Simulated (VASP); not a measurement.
Input of a VASP 6.6.1 run:

File INCAR:

```
PREC = Accurate
ENCUT = 520
EDIFF = 1E-7
ISMEAR = -1
SIGMA = 0.02
LREAL = False
LASPH = True
NELM = 100
ALGO = Normal
ISIF = 2
LWAVE = False
LCHARG = False
GGA = PE
IBRION = 2
NSW = 80
EDIFFG = -0.02
```

KPOINTS

```
Automatic mesh
0
Gamma
  13 13 13
```

POSCAR

```
ZnSe
1.0
    0.0000000000      2.8525674344      2.8525674344
    2.8525674344      0.0000000000      2.8525674344
    2.8525674344      2.8525674344      0.0000000000
Zn Se
1 1
Direct
    0.0000000000      0.0000000000      0.0000000000
    0.2500000000      0.2500000000      0.2500000000
```

Potentials or basis: VASP PAW PBE potentials, release 64 (Zn, Se).

Run with:

```console
$ cat potpaw_PBE.64/Zn/POTCAR potpaw_PBE.64/Se/POTCAR > POTCAR
$ mpirun -np 1 vasp_std > vasp.out
```

Task: Predict the band gap on the k mesh.

Result: 1.21 eV, direct.

Final structure:
```cif
data_structure
_symmetry_space_group_name_H-M 'P 1'
_symmetry_Int_Tables_number 1
_cell_length_a 4.0341
_cell_length_b 4.0341
_cell_length_c 4.0341
_cell_angle_alpha 60.000
_cell_angle_beta 60.000
_cell_angle_gamma 60.000
_cell_volume 46.42
loop_
_atom_site_label
_atom_site_type_symbol
_atom_site_fract_x
_atom_site_fract_y
_atom_site_fract_z
_atom_site_occupancy
Zn1 Zn 0.00000 0.00000 0.00000 1
Se1 Se 0.25000 0.25000 0.25000 1
```

Caveat: the relaxation stopped at its first step, so nothing moved.
